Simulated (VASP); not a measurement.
Set up this calculation in VASP 6.6.1, as the native input.

| Item | Value |
| --- | --- |
| Task | single point |
| Functional | PBE |
| Potentials or basis | VASP PAW PBE potentials, release 64 (Al, Bi_d, O) |
| Cutoff | 520 eV |
| k mesh | 4 × 4 × 4 |
| Occupations | gaussian, width 0.1 eV |
| Spin | no spin polarisation |
| Dipole correction | no |
| Further INCAR settings | ALGO = Normal; EDIFF = 1e-06; NBANDS = 23 |

The structure of Al3BiO lies in POSCAR:

```
Al3BiO
1.0
    4.6726254100      0.0000000000      0.0000000000
    0.0000000000      4.6726254100      0.0000000000
    0.0000000000      0.0000000000      4.6726254100
Al Bi O
3 1 1
Direct
    0.5000000000      0.0000000000      0.0000000000
    0.0000000000      0.5000000000      0.0000000000
    0.0000000000      0.0000000000      0.5000000000
    0.5000000000      0.5000000000      0.5000000000
    0.0000000000      0.0000000000      0.0000000000
```

The input as run:

INCAR

```
  ALGO = Normal
  EDIFF = 1E-6
  ENCUT = 520
  GGA = PE
  ISIF = 2
  ISMEAR = 0
  LASPH = T
  LCHARG = F
  LREAL = F
  LWAVE = F
  NBANDS = 23
  NELM = 60
  PREC = Accurate
  SIGMA = 0.1
```

KPOINTS

```
k-points
0
Gamma
  4 4 4
```

Potentials or basis: VASP PAW PBE potentials, release 64 (Al, Bi_d, O).

Run with:

```console
$ cat potpaw_PBE.64/Al/POTCAR potpaw_PBE.64/Bi_d/POTCAR potpaw_PBE.64/O/POTCAR > POTCAR
$ mpirun -np 1 vasp_std > vasp.out
```

Results of the run:

```
Pressure               : -6.5 GPa
Band gap on the k mesh : zero (band 15 reaches 6.05 eV, above the bottom of band 16 at 4.70 eV)
```

Caveat: spin-orbit coupling is left out, which moves the levels of the heavy elements.

Wall time 42 s on 1 thread of Intel Xeon 6975P-C (shared host), peak memory 0.21 GiB.
